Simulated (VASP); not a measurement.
Set up this calculation in VASP 6.6.1, as the native input.

```
Task                   : single point
Functional             : PBEsol
Potentials or basis    : VASP PAW PBE potentials, release 64 (Mg, Tl_d)
Cutoff                 : 520 eV
k mesh                 : 10 × 10 × 10
Occupations            : fermi-dirac, width 0.05 eV
Spin                   : no spin polarisation
Dipole correction      : no
Further INCAR settings : ALGO = Normal; EDIFF = 1e-07; NBANDS = 14
```

The structure of MgTl lies in POSCAR:

```
MgTl
1.0
    3.2213157183      0.0000000000      0.0000000000
    0.0000000000      3.2213157183      0.0000000000
    0.0000000000      0.0000000000      3.2213157183
Mg Tl
1 1
Direct
    0.0000000000      0.0000000000      0.0000000000
    0.5000000000      0.5000000000      0.5000000000
```

This cell differs from its parent crystal: volume scaled by 0.7.

The input as run:

INCAR

```
ALGO = Normal ; EDIFF = 1E-7
ENCUT = 520 ; GGA = PS
ISIF = 2 ; ISMEAR = -1
LASPH = True ; LCHARG = True
LELF = True ; LREAL = False
LVHAR = True ; LWAVE = False
NBANDS = 14 ; NELM = 100
PREC = Accurate ; SIGMA = 0.05
```

KPOINTS

```
k-points
0
Gamma
  10 10 10
```

Potentials or basis: VASP PAW PBE potentials, release 64 (Mg, Tl_d).

Command:

```console
$ cat potpaw_PBE.64/Mg/POTCAR potpaw_PBE.64/Tl_d/POTCAR > POTCAR
$ mpirun -np 1 vasp_std > vasp.out
```

It gave:

```yaml
Pressure: 32.1 GPa
```

Caveat: the PAW data sets were made with another functional, which shifts forces and pressure a little.

Wall time 6.7 s on 1 thread of Intel(R) Xeon(R) 6975P-C (Granite Rapids) (shared host), peak memory 0.15 GiB.
